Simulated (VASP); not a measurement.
# Sn (Im-3m) in VASP: further runs

Sn is run at these levels: PBE; tasks: relaxation of cell and atoms.

Everything below comes from runs of VASP 6.6.1. Logs are shortened: lines on timing, memory, paths and dates and some standing lists are left out, and cuts for length are marked.

## Step 1: The cell of the first run

It takes space group Im-3m (No. 229, cubic). The conventional cell has a = 3.710 Å, b = 3.710 Å, c = 3.710 Å, α = 90.00°, β = 90.00°, γ = 90.00°. Sn (site symmetry m-3m) has 14 Sn at 3.21 to 3.71 Å within 4.2 Å.

This isn't the form of Sn at room conditions, which is tetragonal (white tin).

## Step 2: Relaxation of cell and atoms, PBE, target pressure 4.4 GPa, at which the enthalpy is minimised

INCAR reads:

```
SYSTEM = Sn
PREC = Accurate
ENCUT = 600
EDIFF = 1E-6
ISMEAR = -1
SIGMA = 0.1
LREAL = .FALSE.
LASPH = .TRUE.
NELM = 60
ALGO = Normal
ISIF = 3
LWAVE = .FALSE.
LCHARG = .FALSE.
GGA = PE
IBRION = 2
NSW = 60
EDIFFG = -0.005
PSTRESS = 44.0
```

KPOINTS reads:

```
regular mesh
0
G
  15 15 15
  0 0 0
```

POSCAR reads:

```
Sn
1.0
   -1.8549170423      1.8549170423      1.8549170423
    1.8549170423     -1.8549170423      1.8549170423
    1.8549170423      1.8549170423     -1.8549170423
Sn
1
Direct
    0.0000000000      0.0000000000      0.0000000000
```

Potentials or basis: VASP PAW PBE potentials, release 64 (Sn_d).

The run is started by

```console
$ cat potpaw_PBE.64/Sn_d/POTCAR > POTCAR
$ mpirun -np 1 vasp_std > vasp.out
```

OUTCAR:

```text
SYSTEM = Sn
   PREC = Accurate
   ENCUT = 600
   EDIFF = 1E-6
   ISMEAR = -1
   LREAL = .FALSE.
   LASPH = .TRUE.
   NELM = 60
   ISIF = 3
   GGA = PE
   IBRION = 2
   NSW = 60
   EDIFFG = -0.005
   PSTRESS = 44.0

 ion  position               nearest neighbor table
   1  0.000  0.000  0.000-

  LATTYP: Found a body centered cubic cell.
 ALAT       =     3.7098340846

  Lattice vectors:

 A1 = (  -1.8549170423,   1.8549170423,   1.8549170423)
 A2 = (   1.8549170423,  -1.8549170423,   1.8549170423)
 A3 = (   1.8549170423,   1.8549170423,  -1.8549170423)

Analysis of symmetry for initial positions (statically):
=====================================================================
 Subroutine PRICEL returns:
 Original cell was already a primitive cell.

 Routine SETGRP: Setting up the symmetry group for a
 body centered cubic supercell.

 Subroutine GETGRP returns: Found 48 space group operations
 (whereof 48 operations were pure point group operations)
 out of a pool of 48 trial point group operations.

The static configuration has the point symmetry O_h .

Analysis of symmetry for dynamics (positions and initial velocities):
=====================================================================
 Subroutine PRICEL returns:
 Original cell was already a primitive cell.

 Routine SETGRP: Setting up the symmetry group for a
 body centered cubic supercell.

 Subroutine GETGRP returns: Found 48 space group operations
 (whereof 48 operations were pure point group operations)
 out of a pool of 48 trial point group operations.

The dynamic configuration has the point symmetry O_h .

 Subroutine INISYM returns: Found 48 space group operations
 (whereof 48 operations are pure point group operations),
 and found     1 'primitive' translations

----------------------------------------------------------------------------------------

                                     Primitive cell

  volume of cell :      25.5290

  direct lattice vectors                    reciprocal lattice vectors
    -1.854917042  1.854917042  1.854917042     0.000000000  0.269553834  0.269553834
     1.854917042 -1.854917042  1.854917042     0.269553834  0.000000000  0.269553834
     1.854917042  1.854917042 -1.854917042     0.269553834  0.269553834  0.000000000

  length of vectors
     3.212810561  3.212810561  3.212810561     0.381206687  0.381206687  0.381206687

[... 86 lines left out ...]
   POTIM  = 0.5000    time-step for ionic-motion
   TEBEG  =    0.0;   TEEND  =   0.0 temperature during run
   PSTRESS=   44.0 pullay stress
   NELECT =      14.0000    total number of electrons
   NUPDOWN=      -1.0000    fix difference up-down
   EMIN   =  10.00;   EMAX   =-10.00  energy-range for DOS
   EFERMI =   0.00;   METHOD = LEGACY
   ISMEAR =    -1;   SIGMA  =   0.10  broadening in eV -4-tet -1-fermi 0-gaus
   EFERMI_NEDOS =   21; number of points for ismear=-14 and -15
   IALGO  =     38    algorithm
   IMIX   =      4    mixing-type and parameters
     AMIX     =   0.40;   BMIX     =  1.00
     AMIX_MAG =   1.60;   BMIX_MAG =  1.00
  volume/ion in A,a.u.               =      25.53       172.28
  Fermi-wavevector in a.u.,A,eV,Ry     =   1.340005  2.532242 24.430796  1.795613
  Thomas-Fermi vector in A             =   2.468352
   LORBIT       =      0    0 simple, 1 ext, 2 COOP (PROOUT), +10 PAW based schemes
   GGA     = PE    functional components
   LHFCALC =     F    Hartree Fock is set to
   AEXX    =    0.0000 exact exchange contribution
   IVDW    =     0    specifies the selected vdW correction
   LEPSILON=     F    determine dielectric tensor
   LRPA    =     F    only Hartree local field effects (RPA)
 conjugate gradient relaxation of ions
 non-spin polarized calculation
  energy-cutoff  :      600.00
  volume of cell :       25.53
 maximum number of plane-waves:       887
 NGX is ok and might be reduce to    28
   NGX = 13   NGY = 13   NGZ = 13

 number of electron      14.0000006 magnetization

 Free energy of the ion-electron system (eV)
  ---------------------------------------------------
  ext. energy  EPLUGINS =         0.00000000
  ---------------------------------------------------
  free energy    TOTEN  =        -3.75592168 eV

  energy without entropy =       -3.73661735  energy(sigma->0) =       -3.74626951

 E-fermi :   8.8643     XC(G=0): -10.6662

 val. band max:        8.8608085363   @ k =   0.2000   0.2000   0.0000
 cond. band min:       8.9412020384   @ k =  -0.3333   0.4667   0.1333
 fundamental gap:      0.0803935021
 Fermi energy:         8.8642638692

 k-point     1 :       0.0000    0.0000    0.0000
  band No.  band energies     occupation
      1     -12.7389      2.00000
      2     -12.7389      2.00000
      3     -12.7389      2.00000
      4     -12.5719      2.00000
      5     -12.5719      2.00000
      6      -2.6854      2.00000
      7      17.4429      0.00000
      8      17.4429      0.00000
      9      17.4429      0.00000
     10      21.1133      0.00000
     11      21.1133      0.00000
[... 309 lines left out ...]
 k-point    24 :       0.4000    0.2000    0.0000
  band No.  band energies     occupation
      1     -12.7650      2.00000
      2     -12.6829      2.00000
      3     -12.5976      2.00000
      4     -12.5806      2.00000
      5     -12.5103      2.00000
      6       2.9360      2.00000
      7       4.8827      2.00000
      8       8.9431      0.62483
      9      13.3214      0.00000
     10      18.8830      0.00000
     11      22.1925      0.00000

 [... further k-points ...]

------------------------ aborting loop because EDIFF is reached ----------------------------------------

  FORCE on cell =-STRESS in cart. coord.  units (eV):
  Direction    XX          YY          ZZ          XY          YZ          ZX
  --------------------------------------------------------------------------------------
  -------------------------------------------------------------------------------------
  Total        0.7057174      0.7057174      0.7057174     -0.0000000     -0.0000000      0.0000000
  in kB       44.2902280     44.2902280     44.2902280     -0.0000000     -0.0000000      0.0000000
  external PRESSURE =       0.2902280 kB  Pullay stress =      44.0000000 kB

 VOLUME and BASIS-vectors are now :
 -----------------------------------------------------------------------------
  energy-cutoff  :      600.00
  volume of cell :       25.53
      direct lattice vectors                 reciprocal lattice vectors
    -1.854917042  1.854917042  1.854917042     0.000000000  0.269553834  0.269553834
     1.854917042 -1.854917042  1.854917042     0.269553834  0.000000000  0.269553834
     1.854917042  1.854917042 -1.854917042     0.269553834  0.269553834  0.000000000

 POSITION                                       TOTAL-FORCE (eV/Angst)
 -----------------------------------------------------------------------------------
      0.00000      0.00000      0.00000         0.000000     -0.000000      0.000000
 -----------------------------------------------------------------------------------
    total drift:                               -0.000000     -0.000000     -0.000000

  FREE ENERGIE OF THE ION-ELECTRON SYSTEM (eV)
  ---------------------------------------------------
  free  energy   TOTEN  =        -3.7559216767 eV

  energy  without entropy=       -3.7366173459  energy(sigma->0) =       -3.74626951

  enthalpy is  TOTEN    =        -3.0548287920 eV   P V=        0.7010928847

 reached required accuracy - stopping structural energy minimisation
```

OSZICAR:

```text
N       E                     dE             d eps       ncg     rms          rms(c)
DAV:   1     0.763919389309E+02    0.76392E+02   -0.82884E+03  2672   0.214E+03
DAV:   2     0.627494883876E+00   -0.75764E+02   -0.74027E+02  2724   0.350E+02
DAV:   3    -0.368103570096E+01   -0.43085E+01   -0.42840E+01  3035   0.763E+01
DAV:   4    -0.376839318630E+01   -0.87357E-01   -0.87327E-01  3034   0.117E+01
DAV:   5    -0.377170449158E+01   -0.33113E-02   -0.33112E-02  3252   0.216E+00    0.149E+00
DAV:   6    -0.376013598111E+01    0.11569E-01   -0.12870E-02  3139   0.223E+00    0.826E-01
DAV:   7    -0.375609639949E+01    0.40396E-02   -0.85600E-03  3132   0.174E+00    0.107E-01
DAV:   8    -0.375592245774E+01    0.17394E-03   -0.67765E-04  3030   0.511E-01    0.225E-02
DAV:   9    -0.375592143475E+01    0.10230E-05   -0.11922E-05  3561   0.517E-02    0.149E-02
DAV:  10    -0.375592167669E+01   -0.24194E-06   -0.19372E-06  2711   0.204E-02
   1 F= -.30548288E+01 E0= -.30451766E+01  d E =-.305483E+01
```

CONTCAR:

```text
Sn
   1.00000000000000
    -1.8549170423000001    1.8549170423000001    1.8549170423000001
     1.8549170423000001   -1.8549170423000001    1.8549170423000001
     1.8549170423000001    1.8549170423000001   -1.8549170423000001
  Sn
     1
Direct
     0.0000000000000000    0.0000000000000000    0.0000000000000000

  0.00000000E+00  0.00000000E+00  0.00000000E+00
```

Wall time 37 s (1 thread of Intel Xeon 8259CL, shared host); peak memory 0.18 GiB.

What came out:

* Free energy: -3.7559 eV
* Pressure after relaxing: 4.4 GPa
* Band gap on the k mesh: zero (bands 7 and 8 overlap by 11.24 eV)

Final structure:
```
Sn
1.0
    -1.85492    1.85492    1.85492
     1.85492   -1.85492    1.85492
     1.85492    1.85492   -1.85492
Sn
1
Direct
  0.00000 0.00000 0.00000
```

Caveat: the relaxation stopped at its first step, so nothing moved; the cell is relaxed towards a set pressure, so the run minimises the enthalpy, not the energy; spin-orbit coupling is left out, which moves the levels of the heavy elements.

## Step 3: Relaxation of cell and atoms, PBE, target pressure 4.4 GPa, at which the enthalpy is minimised

INCAR reads:

```
PREC = Accurate
ENCUT = 600
EDIFF = 1E-6
ISMEAR = -1
SIGMA = 0.1
LREAL = F
LASPH = T
NELM = 60
ALGO = Normal
ISIF = 3
LWAVE = F
LCHARG = F
GGA = PE
IBRION = 2
NSW = 32
EDIFFG = -0.005
PSTRESS = 44.0
```

KPOINTS reads:

```
regular mesh
0
Gamma
  15 15 15
```

POSCAR is that of step 2.

Potentials or basis: VASP PAW PBE potentials, release 64 (Sn_d).

The run is started by

```console
$ cat potpaw_PBE.64/Sn_d/POTCAR > POTCAR
$ mpirun -np 1 vasp_std > vasp.out
```

Wall time 39 s (1 thread of Intel Xeon 8259CL, shared host); peak memory 0.19 GiB.

It converged, with:

```yaml
Free_energy: -3.7559 eV
Pressure_after_relaxing: 4.4 GPa
Band_gap_on_the_k_mesh: zero (bands 7 and 8 overlap by 11.24 eV)
```

Final structure:
```xyz
1
Lattice="-1.8549 1.8549 1.8549 1.8549 -1.8549 1.8549 1.8549 1.8549 -1.8549" Properties=species:S:1:pos:R:3 pbc="T T T"
Sn    0.0000    0.0000    0.0000
```

Levels at points of the mesh, in eV from the Fermi level:
```csv
k point,band 5,band 6,band 7,band 8,band 9,band 10
"(0.00, 0.00, 0.00)",-21.44,-11.55,8.58,8.58,8.58,12.25
```

Caveat: the relaxation stopped at its first step, so nothing moved; the cell is relaxed towards a set pressure, so the run minimises the enthalpy, not the energy; spin-orbit coupling is left out, which moves the levels of the heavy elements.

## Step 4: Relaxation of cell and atoms, PBE

This run uses another cell than the first one, of 28.00 Å³/atom.

INCAR reads:

```
PREC = Accurate ; ENCUT = 600
EDIFF = 1E-6 ; ISMEAR = -1
SIGMA = 0.1 ; LREAL = False
LASPH = True ; NELM = 60
ALGO = Normal ; ISIF = 3
LWAVE = False ; LCHARG = False
GGA = PE ; IBRION = 2
NSW = 60 ; EDIFFG = -0.005
```

KPOINTS is that of step 3.

POSCAR reads:

```
Sn
1.0
   -1.9129311828      1.9129311828      1.9129311828
    1.9129311828     -1.9129311828      1.9129311828
    1.9129311828      1.9129311828     -1.9129311828
Sn
1
Direct
    0.0000000000      0.0000000000      0.0000000000
```

Potentials or basis: VASP PAW PBE potentials, release 64 (Sn_d).

The run is started by

```console
$ cat potpaw_PBE.64/Sn_d/POTCAR > POTCAR
$ mpirun -np 1 vasp_std > vasp.out
```

OUTCAR:

```text
PREC = Accurate
   ENCUT = 600
   EDIFF = 1E-6
   ISMEAR = -1
   LREAL = False
   LASPH = True
   NELM = 60
   ISIF = 3
   GGA = PE
   IBRION = 2
   NSW = 60
   EDIFFG = -0.005

 ion  position               nearest neighbor table
   1  0.000  0.000  0.000-

  LATTYP: Found a body centered cubic cell.
 ALAT       =     3.8258623656

  Lattice vectors:

 A1 = (  -1.9129311828,   1.9129311828,   1.9129311828)
 A2 = (   1.9129311828,  -1.9129311828,   1.9129311828)
 A3 = (   1.9129311828,   1.9129311828,  -1.9129311828)

Analysis of symmetry for initial positions (statically):
=====================================================================
 Subroutine PRICEL returns:
 Original cell was already a primitive cell.

 Routine SETGRP: Setting up the symmetry group for a
 body centered cubic supercell.

 Subroutine GETGRP returns: Found 48 space group operations
 (whereof 48 operations were pure point group operations)
 out of a pool of 48 trial point group operations.

The static configuration has the point symmetry O_h .

[... 167 lines left out ...]
  in kB       -5.9911072     -5.9911072     -5.9911072      0.0000000      0.0000000     -0.0000000
  external PRESSURE =      -5.9911072 kB  Pullay stress =       0.0000000 kB
[... 57 lines left out ...]
--------------------------------------- Ionic step        3  -------------------------------------------

 number of electron      13.9999996 magnetization

 Free energy of the ion-electron system (eV)
  ---------------------------------------------------
  ext. energy  EPLUGINS =         0.00000000
  ---------------------------------------------------
  free energy    TOTEN  =        -3.78269889 eV

  energy without entropy =       -3.76081809  energy(sigma->0) =       -3.77175849

 E-fermi :   7.8979     XC(G=0): -10.2949

 val. band max:        7.8853600646   @ k =  -0.4000   0.4000   0.4000
 cond. band min:       7.9081860006   @ k =   0.2667   0.0667  -0.0000
 fundamental gap:      0.0228259359
 Fermi energy:         7.8978990600

 k-point     1 :       0.0000    0.0000    0.0000
  band No.  band energies     occupation
      1     -13.6579      2.00000
      2     -13.6579      2.00000
      3     -13.6579      2.00000
      4     -13.5261      2.00000
      5     -13.5261      2.00000
      6      -3.0724      2.00000
      7      15.7243      0.00000
      8      15.7243      0.00000
      9      15.7243      0.00000
     10      19.9840      0.00000
     11      19.9840      0.00000
[... 309 lines left out ...]
 k-point    24 :       0.4000    0.2000   -0.0000
  band No.  band energies     occupation
      1     -13.6761      2.00000
      2     -13.6100      2.00000
      3     -13.5463      2.00000
      4     -13.5330      2.00000
      5     -13.4770      2.00000
      6       1.9969      2.00000
      7       4.2653      2.00000
      8       8.0009      0.52607
      9      12.1208      0.00000
     10      17.4212      0.00000
     11      20.4746      0.00000

 [... further k-points ...]

------------------------ aborting loop because EDIFF is reached ----------------------------------------

  FORCE on cell =-STRESS in cart. coord.  units (eV):
  Direction    XX          YY          ZZ          XY          YZ          ZX
  --------------------------------------------------------------------------------------
  -------------------------------------------------------------------------------------
  Total       -0.0012481     -0.0012481     -0.0012481      0.0000000      0.0000000      0.0000000
  in kB       -0.0724251     -0.0724251     -0.0724251      0.0000000      0.0000000      0.0000000
  external PRESSURE =      -0.0724251 kB  Pullay stress =       0.0000000 kB
[... 16 lines left out ...]
  FREE ENERGIE OF THE ION-ELECTRON SYSTEM (eV)
  ---------------------------------------------------
  free  energy   TOTEN  =        -3.7826988949 eV

  energy  without entropy=       -3.7608180918  energy(sigma->0) =       -3.77175849

 reached required accuracy - stopping structural energy minimisation
```

It took 80 s on 1 thread of Intel Xeon 8259CL, shared host; peak memory 0.19 GiB.

Results:

* Free energy: -3.7827 eV
* Relaxed volume: 27.61 Å³/atom
* Relaxed cell: a = 3.298 Å, b = 3.298 Å, c = 3.298 Å, α = 109.47°, β = 109.47°, γ = 109.47°
* Space group after relaxing (to 0.1 Å): Im-3m (No. 229)
* Energy gained by relaxing: 0.8 meV/atom
* Ionic steps: 3
* Pressure after relaxing: 0.0 GPa
* Band gap on the k mesh: zero (bands 7 and 8 overlap by 10.23 eV)

The path:
```csv
step,energy change (eV),largest force (eV/Å),pressure (GPa),volume (Å³)
1,0.0000,0.0000,-0.60,28.00
2,-0.0008,0.0000,0.06,27.58
3,-0.0008,0.0000,-0.01,27.61
```

Final structure:
```xyz
1
Lattice="-1.9040 1.9040 1.9040 1.9040 -1.9040 1.9040 1.9040 1.9040 -1.9040" Properties=species:S:1:pos:R:3 pbc="T T T"
Sn    0.0000    0.0000    0.0000
```

Levels at points of the mesh, in eV from the Fermi level:
| k point | band 5 | band 6 | band 7 | band 8 | band 9 | band 10 |
| --- | --- | --- | --- | --- | --- | --- |
| (0.00, 0.00, 0.00) | -21.42 | -10.97 | 7.83 | 7.83 | 7.83 | 12.09 |

Caveat: spin-orbit coupling is left out, which moves the levels of the heavy elements.
